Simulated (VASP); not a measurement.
Here is a VASP 6.6.1 calculation.

Contents of INCAR:

```
SYSTEM = LiMg3
PREC = Accurate ; ENCUT = 750
EDIFF = 1E-6 ; ISMEAR = -1
SIGMA = 0.1 ; LREAL = .FALSE.
LASPH = .TRUE. ; NELM = 120
ALGO = Normal ; ISIF = 2
LWAVE = .FALSE. ; LCHARG = .TRUE.
LELF = .TRUE. ; LVHAR = .TRUE.
NBANDS = 19 ; GGA_COMPAT = .FALSE.
```

Contents of KPOINTS:

```
Automatic mesh
0
G
  4 4 2
  0 0 0
```

The input POSCAR:

```
LiMg3
1.0
    0.0000000000      3.4836850000      3.4836850000
    3.4836850000      0.0000000000      3.4836850000
    6.9673700000      6.9673700000      0.0000000000
Li Mg
2 6
Direct
    0.5000000000      0.5000000000      0.2500000000
    0.5000000000      0.5000000000      0.7500000000
    0.0000000000      0.0000000000      0.0000000000
    0.2500000000      0.2500000000      0.1250000000
    0.7500000000      0.7500000000      0.3750000000
    0.0000000000      0.0000000000      0.5000000000
    0.2500000000      0.2500000000      0.6250000000
    0.7500000000      0.7500000000      0.8750000000
```

Potentials or basis: VASP PAW LDA potentials, release 64 (Li_sv, Mg).

Launch:

```bash
$ cat potpaw_LDA.64/Li_sv/POTCAR potpaw_LDA.64/Mg/POTCAR > POTCAR
$ mpirun -np 1 vasp_std > vasp.out
```

(1) Estimate the pressure.

(2) What does it give for the band gap on the k mesh?

Results:

(1) -1.4 GPa.

(2) zero (bands 9 and 10 overlap by 1.65 eV).

Caveat: the k points lie up to 0.39 Å⁻¹ apart, too coarse for converged energies and pressures of a metal.
